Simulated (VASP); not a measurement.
Here is a VASP 6.6.1 calculation.

File INCAR:

```
ALGO = Fast ; EDIFF = 1E-6
ENCUT = 520 ; GGA = CA
ISIF = 2 ; ISMEAR = 0
LASPH = T ; LCHARG = F
LREAL = F ; LWAVE = F
NBANDS = 13 ; NELM = 60
PREC = Accurate ; SIGMA = 0.15
```

The input KPOINTS:

```
k-points
0
Gamma
  14 14 14
```

The input POSCAR:

```
CaMg
1.0
    3.7698830107      0.0000000000      0.0000000000
    0.0000000000      3.7698830107      0.0000000000
    0.0000000000      0.0000000000      4.0413145874
Ca Mg
1 1
Direct
    0.0000000000      0.0000000000      0.0000000000
    0.5000000000      0.5000000000      0.5000000000
```

Potentials or basis: VASP PAW LDA potentials, release 64 (Ca_sv, Mg).

Run with:

```console
$ cat potpaw_LDA.64/Ca_sv/POTCAR potpaw_LDA.64/Mg/POTCAR > POTCAR
$ mpirun -np 1 vasp_std > vasp.out
```

Predict the band gap on the k mesh.

zero (bands 6 and 7 overlap by 1.22 eV).

Predict the pressure.

-0.1 GPa.

Stress tensor (GPa, compression positive):
```
 0.11  0.00  0.00
 0.00  0.11  0.00
 0.00  0.00 -0.56
```
